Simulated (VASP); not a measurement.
Wanted: the native input for a VASP 6.6.1 run.

| Quantity | Value |
| --- | --- |
| Task | density of states |
| Functional | PBE |
| Potentials or basis | VASP PAW PBE potentials, release 64 (K_sv, H, Si) |
| Cutoff | 520 eV |
| k mesh | 7 × 7 × 5 |
| Occupations | fermi-dirac, width 0.1 eV |
| Spin | no spin polarisation |
| Dipole correction | no |
| k mesh for the DOS | 11 × 11 × 8 |
| Occupations for the DOS | tetrahedron |
| Further INCAR settings | ALGO = Normal; EDIFF = 1e-06 |

The system is KSiH4.

```
K H Si
1.0
     4.91729    0.00000    0.00000
     0.00000    4.91729    0.00000
     0.00000    0.00000    6.89854
K H Si
2 8 2
Cartesian
  3.6880 1.2293 1.7246
  1.2293 3.6880 5.1739
  1.2293 2.6553 0.9934
  4.7206 1.2293 4.4427
  1.2293 4.7206 0.9934
  2.6553 1.2293 4.4427
  3.6880 2.2620 5.9052
  2.2620 3.6880 2.4559
  3.6880 0.1967 5.9052
  0.1967 3.6880 2.4559
  3.6880 1.2293 5.1739
  1.2293 3.6880 1.7246
```

These files were run (other wordings do the same):

POSCAR

```
KSiH4
1.0
    4.9172870000      0.0000000000      0.0000000000
    0.0000000000      4.9172870000      0.0000000000
    0.0000000000      0.0000000000      6.8985430000
K H Si
2 8 2
Direct
    0.7500000000      0.2500000000      0.2500000000
    0.2500000000      0.7500000000      0.7500000000
    0.2500000000      0.5400000000      0.1440000000
    0.9600000000      0.2500000000      0.6440000000
    0.2500000000      0.9600000000      0.1440000000
    0.5400000000      0.2500000000      0.6440000000
    0.7500000000      0.4600000000      0.8560000000
    0.4600000000      0.7500000000      0.3560000000
    0.7500000000      0.0400000000      0.8560000000
    0.0400000000      0.7500000000      0.3560000000
    0.7500000000      0.2500000000      0.7500000000
    0.2500000000      0.7500000000      0.2500000000
```

INCAR.step1

```
  ALGO = Normal
  EDIFF = 1E-6
  ENCUT = 520
  GGA = PE
  ISIF = 2
  ISMEAR = -1
  LASPH = T
  LCHARG = T
  LREAL = F
  LWAVE = F
  NBANDS = 29
  NELM = 80
  PREC = Accurate
  SIGMA = 0.1
```

KPOINTS.step1

```
k-points
0
Gamma
  7 7 5
```

INCAR.step2

```
  ALGO = Normal
  EDIFF = 1E-6
  ENCUT = 520
  GGA = PE
  ICHARG = 11
  ISIF = 2
  ISMEAR = -5
  LASPH = T
  LCHARG = F
  LORBIT = 11
  LREAL = F
  LWAVE = F
  NEDOS = 2001
  NELM = 80
  PREC = Accurate
  SIGMA = 0.1
```

KPOINTS.step2

```
k-points
0
Gamma
  11 11 8
```

Potentials or basis: VASP PAW PBE potentials, release 64 (K_sv, H, Si).

Launch:

```bash
$ cat potpaw_PBE.64/K_sv/POTCAR potpaw_PBE.64/H/POTCAR potpaw_PBE.64/Si/POTCAR > POTCAR
$ cp INCAR.step1 INCAR
$ cp KPOINTS.step1 KPOINTS
$ mpirun -np 1 vasp_std > vasp.out
$ cp INCAR.step2 INCAR
$ cp KPOINTS.step2 KPOINTS
$ mpirun -np 1 vasp_std > vasp.out
```

Results of the run:

```
Valence electrons inside the program's atomic spheres : K 7.58; H 0.72; Si 2.19
```

Wall time 6.4 min on 1 thread of Intel(R) Xeon(R) Platinum 8175M CPU @ 2.50GHz (Skylake/Cascade Lake) (shared host), peak memory 0.53 GiB.
